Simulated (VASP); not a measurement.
## SiC: single point with HSE06

Crystal: SiC.

```xyz
2
Lattice="-0.0845 2.0935 2.0935 2.0935 -0.0845 2.0935 2.0935 2.0935 -0.0845" Properties=species:S:1:pos:R:3 pbc="T T T"
Si   -0.0107   -0.0107   -0.0107
C     1.0363    1.0363    1.0363
```

This cell differs from its parent crystal: strain along [111] -5.8%.

```json
{
 "Program": "VASP 6.6.1",
 "Task": "single point",
 "Functional": "HSE06",
 "Potentials or basis": "VASP PAW PBE potentials, release 64 (Si, C)",
 "Cutoff": "520 eV",
 "k mesh": "8 × 8 × 8",
 "Occupations": "gaussian, width 0.01 eV",
 "Spin": "no spin polarisation",
 "Dipole correction": "no",
 "Grid for exact exchange (PRECFOCK)": "Normal",
 "Further INCAR settings": "ALGO = Normal; EDIFF = 1e-06; NBANDS = 11",
 "Share of exact exchange": "0.25",
 "Screening parameter": "0.2079 1/Å"
}
```

- Pressure: 14.0 GPa
- Largest force: 0.014 eV/Å
- Band gap on the k mesh: 1.66 eV (least direct gap 5.28 eV)

Forces on the atoms (eV/Å):
```
Si  -0.008 -0.008 -0.008
C    0.008  0.008  0.008
```

Stress tensor (GPa, compression positive):
```
14.00 11.05 11.05
11.05 14.00 11.05
11.05 11.05 14.00
```

Levels at points of the mesh, in eV from the valence-band top:
| k point | band 2 | band 3 | band 4 | band 5 | band 6 | band 7 |
| --- | --- | --- | --- | --- | --- | --- |
| (0.00, 0.00, 0.00) | -0.64 | -0.64 | 0.00 | 7.27 | 8.17 | 8.17 |
| (0.50, 0.00, 0.00) | -10.23 | -1.59 | -1.28 | 7.03 | 8.21 | 8.90 |
| (0.50, 0.50, 0.00) | -9.17 | -4.45 | -3.62 | 1.66 | 5.29 | 15.84 |
| (0.50, 0.50, 0.50) | -9.89 | -2.03 | -2.03 | 5.91 | 7.70 | 7.70 |

Wall time 53 min on 1 thread of Intel(R) Xeon(R) Platinum 8375C CPU @ 2.90GHz (Ice Lake), on a shared host, peak memory 0.26 GiB.

Caveat: the cell differs from its parent crystal (strain along [111] -5.8%); the cell stands under pressure; the PAW data sets were made with another functional, which shifts forces and pressure a little. A k mesh can miss the band edges.
